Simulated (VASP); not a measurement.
SrTiO3, 5 atoms in the cell. The typed cell holds 5 atoms: a = 3.923 Å, b = 3.969 Å, c = 3.952 Å, α = 90.59°, β = 89.41°, γ = 87.37°.  This cell differs from its parent crystal: cell sheared at random, sigma 0.01, atoms nudged by 0.01 Å, then relaxed in part.

```yaml
Program: VASP 6.6.1
Task: single point
Functional: PBE
Potentials_or_basis: VASP PAW PBE potentials, release 64 (Sr_sv, Ti_sv, O)
Cutoff: 520 eV
k_mesh: 6 × 6 × 6
Occupations: gaussian, width 0.05 eV
Spin: no spin polarisation
Hubbard_terms: Ti d U = 4.0 eV
Dipole_correction: no
Further_INCAR_settings: ALGO = Normal; EDIFF = 1e-06; NBANDS = 28
```

Potentials or basis: VASP PAW PBE potentials, release 64 (Sr_sv, Ti_sv, O).

Launch:

```bash
$ cat potpaw_PBE.64/Sr_sv/POTCAR potpaw_PBE.64/Ti_sv/POTCAR potpaw_PBE.64/O/POTCAR > POTCAR
$ mpirun -np 1 vasp_std > vasp.out
```

Hardware: 1 thread of Intel(R) Xeon(R) Platinum 8375C CPU @ 2.90GHz (Ice Lake) (shared host).

**Question.** Estimate the wall time of this run.

**Answer.** Run time: 2.4 min on 1 thread of Intel(R) Xeon(R) Platinum 8375C CPU @ 2.90GHz (Ice Lake), on a shared host, peak memory 0.31 GiB. Counts: scf iterations 16, k points 112.
